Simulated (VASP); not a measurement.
# InSe in VASP: further runs, part 2 of 3

VASP 6.6.1.

### 3 Single point, PBE+D3(BJ)

This run uses another cell than the first one.

The input, INCAR:

```
ALGO = Normal
DIPOL = 0.5 0.5 0.500
EDIFF = 1E-7
ENCUT = 520
GGA = PE
IDIPOL = 3
ISIF = 2
ISMEAR = 0
IVDW = 12
LASPH = True
LCHARG = True
LDIPOL = True
LELF = True
LREAL = False
LVACPOTAV = True
LVHAR = True
LWAVE = False
NBANDS = 27
NELM = 60
PREC = Accurate
SIGMA = 0.02
```

The input, KPOINTS:

```
k-points
0
Gamma
  9 9 1
```

The input, POSCAR:

```
InSe
1.0
    4.1610000000      0.0000000000      0.0000000000
   -2.0805000000      3.6035317051      0.0000000000
    0.0000000000      0.0000000000     36.7211901288
Se In
2 2
Direct
    0.0000000000      0.0000000000      0.4298358958
    0.0000000000      0.0000000000      0.5701363594
    0.6666666667      0.3333333333      0.4635860318
    0.6666666667      0.3333333333      0.5363862748
```

Potentials or basis: VASP PAW PBE potentials, release 64 (Se, In_d).

The run is started by

```
cat potpaw_PBE.64/Se/POTCAR potpaw_PBE.64/In_d/POTCAR > POTCAR
mpirun -np 1 vasp_std > vasp.out
```

OUTCAR:

```text
EDIFF = 1E-7
   ENCUT = 520
   GGA = PE
   ISIF = 2
   ISMEAR = 0
   IVDW = 12
   LASPH = True
   LREAL = False
   NELM = 60
   PREC = Accurate
 IVDW          = 12

 ion  position               nearest neighbor table
   1  0.000  0.000  0.430-   3 2.70   3 2.70   3 2.70
   2  0.000  0.000  0.570-   4 2.70   4 2.70   4 2.70
   3  0.667  0.333  0.464-   4 2.67   1 2.70   1 2.70   1 2.70
   4  0.667  0.333  0.536-   3 2.67   2 2.70   2 2.70   2 2.70

  LATTYP: Found a hexagonal cell.
 ALAT       =     4.1610000000
 C/A-ratio  =     8.8250877503

  Lattice vectors:

 A1 = (   4.1610000000,   0.0000000000,   0.0000000000)
 A2 = (  -2.0805000000,   3.6035317051,   0.0000000000)
 A3 = (   0.0000000000,   0.0000000000,  36.7211901288)

Analysis of symmetry for initial positions (statically):
=====================================================================
 Subroutine PRICEL returns:
 Original cell was already a primitive cell.

 Routine SETGRP: Setting up the symmetry group for a
 hexagonal supercell.

 Subroutine GETGRP returns: Found 12 space group operations
 (whereof  6 operations were pure point group operations)
 out of a pool of 24 trial point group operations.

The static configuration has the point symmetry C_3v.
 The point group associated with its full space group is D_3h.

Analysis of symmetry for dynamics (positions and initial velocities):
=====================================================================
 Subroutine PRICEL returns:
 Original cell was already a primitive cell.

 Routine SETGRP: Setting up the symmetry group for a
 hexagonal supercell.

 Subroutine GETGRP returns: Found 12 space group operations
 (whereof  6 operations were pure point group operations)
 out of a pool of 24 trial point group operations.

The dynamic configuration has the point symmetry C_3v.
 The point group associated with its full space group is D_3h.

 Subroutine INISYM returns: Found 12 space group operations
 (whereof  6 operations are pure point group operations),
 and found     1 'primitive' translations

----------------------------------------------------------------------------------------

                                     Primitive cell

  volume of cell :     550.6084

  direct lattice vectors                    reciprocal lattice vectors
     4.161000000  0.000000000  0.000000000     0.240326845  0.138752768  0.000000000
    -2.080500000  3.603531705  0.000000000     0.000000000  0.277505537  0.000000000
     0.000000000  0.000000000 36.721190129     0.000000000  0.000000000  0.027232233

  length of vectors
     4.161000000  4.161000000 36.721190129     0.277505537  0.277505537  0.027232233

  position of ions in fractional coordinates (direct lattice)
     0.000000000  0.000000000  0.429835896
     0.000000000  0.000000000  0.570136359
     0.666666667  0.333333333  0.463586032
     0.666666667  0.333333333  0.536386275

  ion indices of the primitive-cell ions
   primitive index   ion index
                 1           1
                 2           2
                 3           3
                 4           4

----------------------------------------------------------------------------------------
[... 36 lines left out ...]
  0.222222  0.222222  0.000000      6.000000
  0.333333  0.222222  0.000000     12.000000
  0.333333  0.333333  0.000000      2.000000
   k-points           NKPTS =     12   k-points in BZ     NKDIM =     12   number of bands    NBANDS=     27
   number of dos      NEDOS =    301   number of ions     NIONS =      4
   total plane-waves  NPLWV = 286720
   dimension x,y,z NGX =    32 NGY =   32 NGZ =  280
   dimension x,y,z NGXF=    64 NGYF=   64 NGZF=  560
   ions per type =               2   2
   NGX,Y,Z   is equivalent  to a cutoff of  12.79, 12.79, 12.68 a.u.
   NGXF,Y,Z  is equivalent  to a cutoff of  25.57, 25.57, 25.35 a.u.
 SYSTEM =  unknown system
   PREC   = accura    normal or accurate (medium, high low for compatibility)
   ISTART =      0    job   : 0-new  1-cont  2-samecut
   ICHARG =      2    charge: 1-file 2-atom 10-const
   ISPIN  =      1    spin polarized calculation?
   LNONCOLLINEAR =      F non collinear calculations
   LSORBIT =      F    spin-orbit coupling
   LASPH  =      T    aspherical Exc in radial PAW
   ENCUT  =  520.0 eV  38.22 Ry    6.18 a.u.   7.74  7.74 68.28*2*pi/ulx,y,z
   NELM   =     60;   NELMIN=  2; NELMDL= -5     # of ELM steps
   EDIFF  = 0.1E-06   stopping-criterion for ELM
   LREAL  =      F    real-space projection
   EDIFFG = 0.1E-05   stopping-criterion for IOM
   NSW    =      0    number of steps for IOM
   IBRION =     -1    ionic relax: 0-MD 1-quasi-New 2-CG
   NFREE  =      0    steps in history (QN), initial steepest desc. (CG)
   ISIF   =      2    stress and relaxation
   ISYM   =      2    0-nonsym 1-usesym 2-fastsym
   POTIM  = 0.5000    time-step for ionic-motion
   TEBEG  =    0.0;   TEEND  =   0.0 temperature during run
   PSTRESS=    0.0 pullay stress
   NELECT =      38.0000    total number of electrons
   NUPDOWN=      -1.0000    fix difference up-down
   EMIN   =  10.00;   EMAX   =-10.00  energy-range for DOS
   EFERMI =   0.00;   METHOD = LEGACY
   ISMEAR =     0;   SIGMA  =   0.02  broadening in eV -4-tet -1-fermi 0-gaus
   EFERMI_NEDOS =   21; number of points for ismear=-14 and -15
   IALGO  =     38    algorithm
   IMIX   =      4    mixing-type and parameters
     AMIX     =   0.40;   BMIX     =  1.00
     AMIX_MAG =   1.60;   BMIX_MAG =  1.00
  volume/ion in A,a.u.               =     137.65       928.92
  Fermi-wavevector in a.u.,A,eV,Ry     =   0.671514  1.268978  6.135290  0.450931
  Thomas-Fermi vector in A             =   1.747356
   LORBIT       =      0    0 simple, 1 ext, 2 COOP (PROOUT), +10 PAW based schemes
   GGA     = PE    functional components
   LHFCALC =     F    Hartree Fock is set to
   AEXX    =    0.0000 exact exchange contribution
   IVDW    =    12    specifies the selected vdW correction
   LEPSILON=     F    determine dielectric tensor
   LRPA    =     F    only Hartree local field effects (RPA)
 non-spin polarized calculation
 Gauss-broadening in eV      SIGMA  =   0.02
  energy-cutoff  :      520.00
  volume of cell :      550.61
 maximum number of plane-waves:     14869
 NGX is ok and might be reduce to    32
   NGX = 15   NGY = 15   NGZ =137

 dipolmoment           0.000000      0.000000      0.000000 electrons x Angstroem

 number of electron      37.9999994 magnetization

 dipolmoment           0.000000      0.000000     -0.000011 electrons x Angstroem

 Free energy of the ion-electron system (eV)
  ---------------------------------------------------
  ext. energy  EPLUGINS =         0.00000000
  ---------------------------------------------------
  free energy    TOTEN  =       -14.13197757 eV

  energy without entropy =      -14.13197757  energy(sigma->0) =      -14.13197757

 E-fermi :  -3.7637     XC(G=0):  -2.2118

 val. band max:       -3.8900600642   @ k =   0.1111  -0.0000   0.0000
 cond. band min:      -2.7265794526   @ k =   0.0000   0.0000   0.0000
 fundamental gap:      1.1634806116
 Fermi energy:        -3.7636991537

 k-point     1 :       0.0000    0.0000    0.0000
  band No.  band energies     occupation
      1     -18.2312      2.00000
      2     -17.9613      2.00000
      3     -17.9613      2.00000
      4     -17.8368      2.00000
      5     -17.8368      2.00000
      6     -17.8088      2.00000
[... 349 lines left out ...]
     26       3.4074      0.00000
     27       3.9368      0.00000

------------------------ aborting loop because EDIFF is reached ----------------------------------------

 vacuum level on the upper side and lower side of the slab       (xc-potential included)        -0.086        -0.086

 Edisp (eV)   -0.84747

 E8    (eV) :    -0.4095

  FORCE on cell =-STRESS in cart. coord.  units (eV):
  Direction    XX          YY          ZZ          XY          YZ          ZX
  --------------------------------------------------------------------------------------
  -------------------------------------------------------------------------------------
  Total      -2.07972    -2.07972     1.95813     0.00000     0.00000     0.00000
  in kB      -6.05163    -6.05163     5.69784     0.00000     0.00000     0.00000
  external pressure =       -2.14 kB  Pullay stress =        0.00 kB

 VOLUME and BASIS-vectors are now :
 -----------------------------------------------------------------------------
  energy-cutoff  :      520.00
  volume of cell :      550.61
      direct lattice vectors                 reciprocal lattice vectors
     4.161000000  0.000000000  0.000000000     0.240326845  0.138752768  0.000000000
    -2.080500000  3.603531705  0.000000000     0.000000000  0.277505537  0.000000000
     0.000000000  0.000000000 36.721190129     0.000000000  0.000000000  0.027232233

 POSITION                                       TOTAL-FORCE (eV/Angst)
 -----------------------------------------------------------------------------------
      0.00000      0.00000     15.78409         0.000000     -0.000000      0.070050
      0.00000      0.00000     20.93609         0.000000     -0.000000     -0.070050
      2.08050      1.20118     17.02343        -0.000000     -0.000000     -0.877073
      2.08050      1.20118     19.69674        -0.000000      0.000000      0.877073
 -----------------------------------------------------------------------------------
    total drift:                               -0.000001      0.000001     -0.001370

  FREE ENERGIE OF THE ION-ELECTRON SYSTEM (eV)
  ---------------------------------------------------
  free  energy   TOTEN  =       -14.9794520403 eV

  energy  without entropy=      -14.9794520403  energy(sigma->0) =      -14.97945204

 vacuum level on the upper side and lower side of the slab         1.996         1.996
```

Wall time 3.5 min (1 thread of AMD EPYC 9R45 (Zen 5), shared host); peak memory 0.62 GiB.

What came out:

```yaml
Free_energy: -14.9795 eV
Largest_force: 0.877 eV/Å
Band_gap_on_the_k_mesh: 1.16 eV (least direct gap 1.24 eV)
Dispersion_energy_per_atom: -0.212 eV
Ionisation_potential_of_the_upper_face: 5.89 eV
```

Forces on the atoms (eV/Å):
```
Se   0.000  0.000  0.070
Se   0.000  0.000 -0.070
In   0.000  0.000 -0.877
In   0.000  0.000  0.877
```

Caveat: spin-orbit coupling is left out, which moves the levels of the heavy elements.

[end of part 2 of 3]
